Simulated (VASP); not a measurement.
Set up this calculation in VASP 6.6.1, as the native input.

```yaml
Task: single point
Functional: r2SCAN
Potentials_or_basis: VASP PAW PBE potentials, release 64 (Mn_pv)
Cutoff: 520 eV
k_mesh: 15 × 15 × 15
Occupations: fermi-dirac, width 0.05 eV
Spin: collinear spin, ferromagnetic start
Starting_moments: "[3.802] μB"
Dipole_correction: no
Further_INCAR_settings: ALGO = Normal; EDIFF = 1e-07; NBANDS = 16
```

Crystal: Mn.

```xyz
1
Lattice="0.0000 1.9519 1.9519 1.9519 0.0000 1.9519 1.9519 1.9519 0.0000" Properties=species:S:1:pos:R:3 pbc="T T T"
Mn    0.0000    0.0000    0.0000
```

This isn't the form of Mn at room conditions, which is a 58-atom cubic cell.

One way to write it, as run:

POSCAR

```
Mn
1.0
    0.0000000000      1.9519229060      1.9519229060
    1.9519229060      0.0000000000      1.9519229060
    1.9519229060      1.9519229060      0.0000000000
Mn
1
Direct
    0.0000000000      0.0000000000      0.0000000000
```

INCAR.step1

```
PREC = Accurate ; ENCUT = 520
ISMEAR = -1 ; SIGMA = 0.05
LREAL = False ; LASPH = True
NELM = 150 ; ISPIN = 2
MAGMOM = 3.802 ; LMAXMIX = 4
NBANDS = 16 ; GGA = PE
ALGO = Normal ; EDIFF = 1E-4
LWAVE = True ; LCHARG = False
```

INCAR.step2

```
PREC = Accurate ; ENCUT = 520
EDIFF = 1E-7 ; ISMEAR = -1
SIGMA = 0.05 ; LREAL = False
LASPH = True ; NELM = 150
ALGO = Normal ; ISIF = 2
LWAVE = False ; LCHARG = False
ISPIN = 2 ; MAGMOM = 3.802
LORBIT = 11 ; LMAXMIX = 4
METAGGA = R2SCAN ; LMIXTAU = True
NBANDS = 16 ; ISTART = 1
```

KPOINTS

```
regular mesh
0
Gamma
  15 15 15
```

Potentials or basis: VASP PAW PBE potentials, release 64 (Mn_pv).

Command:

```sh
$ cat potpaw_PBE.64/Mn_pv/POTCAR > POTCAR
$ cp INCAR.step1 INCAR
$ mpirun -np 1 vasp_std > vasp.out
$ cp INCAR.step2 INCAR
$ mpirun -np 1 vasp_std > vasp.out
```

Results of the run:

The pressure is 2.7 GPa, the net moment is 3.74 μB per cell and the site moments are Mn +3.68 μB. The valence electrons inside the program's atomic spheres are Mn 11.57.

Caveat: the PAW data sets were made with another functional, which shifts forces and pressure a little.

Wall time 100 s on 1 thread of Intel(R) Xeon(R) 6975P-C (Granite Rapids), on a shared host, peak memory 0.18 GiB.
